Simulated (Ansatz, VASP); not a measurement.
Two plane-wave programs on TiO2

File POSCAR:

```
TiO2
1.0
    2.6805548658     -2.7284128728     -0.0617389515
    2.6752617647      2.7231209861     -0.0543959535
   -2.7090875630      0.0090815493      4.8052823094
Ti O
2 4
Direct
    0.1219484995      0.8575515384      0.2362471605
    0.8755807488      0.1482181876      0.7558577591
    0.3540058329      0.0989456189      0.6738295210
    0.6731971283      0.9418963086      0.3216654504
    0.9681807552      0.6826863602      0.8467382601
    0.0640405078      0.3491038293      0.1745947979
```

INCAR.step1

```
  PREC = Accurate
  ENCUT = 910
  ISMEAR = 0
  SIGMA = 0.02
  LREAL = F
  LASPH = T
  NELM = 120
  NBANDS = 33
  GGA = PE
  ALGO = Normal
  EDIFF = 1E-5
  LWAVE = T
  LCHARG = F
  GGA_COMPAT = F
```

INCAR.step2

```
  PREC = Accurate
  ENCUT = 910
  EDIFF = 1E-6
  ISMEAR = 0
  SIGMA = 0.02
  LREAL = F
  LASPH = T
  NELM = 120
  ALGO = Normal
  ISIF = 2
  LWAVE = F
  LCHARG = F
  METAGGA = R2SCAN
  LMIXTAU = T
  NBANDS = 33
  ISTART = 1
  GGA_COMPAT = F
```

KPOINTS

```
regular mesh
0
Gamma
  2 2 2
```

Input for Ansatz:

```yaml
crystal:
  lattice:
    - [2.6805548658, -2.7284128728, -0.0617389515]
    - [2.6752617647, 2.7231209861, -0.0543959535]
    - [-2.709087563, 0.0090815493, 4.8052823094]
  atoms:
    - { symbol: Ti, position: [0.1219484995, 0.8575515384, 0.2362471605] }
    - { symbol: Ti, position: [0.8755807488, 0.1482181876, 0.7558577591] }
    - { symbol: O, position: [0.3540058329, 0.0989456189, 0.673829521] }
    - { symbol: O, position: [0.6731971283, 0.9418963086, 0.3216654504] }
    - { symbol: O, position: [0.9681807552, 0.6826863602, 0.8467382601] }
    - { symbol: O, position: [0.0640405078, 0.3491038293, 0.1745947979] }
basis:
  ecutwfc: 500
kpoints:
  mp_grid: { grid: [2, 2, 2] }
hamiltonian:
  xc: r2scan
scf:
  occupations: { method: gaussian, width: 0.02 }
output:
  forces: true
  stress: true
  eigenvalues: true
```

Change from the starting cell: kmesh displaced: [2, 2, 2] Gamma-centred.

Alike in both runs: task single point; functional r2SCAN; k mesh 2 × 2 × 2; occupations gaussian, width 0.02 eV; no spin polarisation.

|  | VASP | Ansatz |
| --- | --- | --- |
| version | VASP 6.6.1 | Ansatz 0.2.0 |
| potentials or method | VASP PAW PBE potentials, release 64 (Ti_sv, O_h), cutoff 910 eV | scalar-relativistic, plane waves, PAW |
| valence electrons in the cell | 48 | 48 |

```tsv
	VASP	Ansatz	Ansatz less VASP
gap on the k mesh at the Fermi level (eV)	2.58	2.55	-0.029
least direct gap on the mesh (eV)	3.03	3.00	-0.030
rms of the force components (eV/Å)	0.712	0.692	-0.0195
```

VASP's potentials were made for PBE, not for r2SCAN. Atom by atom the forces differ by 0.048 eV/Å (rms over components).

The k mesh is coarse, so the values compare programs but aren't converged. Noted on VASP's run: the cutoff is short for stress, so the pressure is rough.
